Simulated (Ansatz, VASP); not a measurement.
# FeSi in VASP and in Ansatz

```xyz
8
Lattice="4.3879 0.0000 0.0000 0.0000 4.3879 0.0000 0.0000 0.0000 4.3879" Properties=species:S:1:pos:R:3 pbc="T T T"
Fe    0.6044    0.6044    0.6044
Fe    1.5896    3.7835    2.7984
Fe    2.7984    1.5896    3.7835
Fe    3.7835    2.7984    1.5896
Si    3.6925    3.6925    3.6925
Si    2.8894    0.6955    1.4985
Si    1.4985    2.8894    0.6955
Si    0.6955    1.4985    2.8894
```

Alike in both runs: functional PBE; k mesh 8 × 8 × 8; occupations gaussian, width 0.05 eV; no spin polarisation.

Ansatz relaxed the structure, and its values are those at the end. VASP's run is a single point on that final structure, the one shown.

|  | VASP | Ansatz |
| --- | --- | --- |
| version | VASP 6.6.1 | Ansatz 0.2.0 |
| potentials or method | VASP PAW PBE potentials, release 64 (Fe, Si), cutoff 520 eV | scalar-relativistic, plane waves, PAW |
| valence electrons in the cell | 48 | 80 |

```tsv
	VASP	Ansatz	Ansatz less VASP
gap on the k mesh at the Fermi level (eV)	0.16	0.16	+0.006
least direct gap on the mesh (eV)	0.17	0.18	+0.005
pressure (GPa)	10.0	9.8	-0.23
rms of the force components (eV/Å)	0.015	0.001	-0.0147
```

With one functional, cell and mesh, what is left measures potentials, basis and numerics. VASP's potentials hold 48 valence electrons a cell and Ansatz's 80, so a difference there can come from the potentials and not from the codes. Ansatz's warnings: stress scf threshold loose.
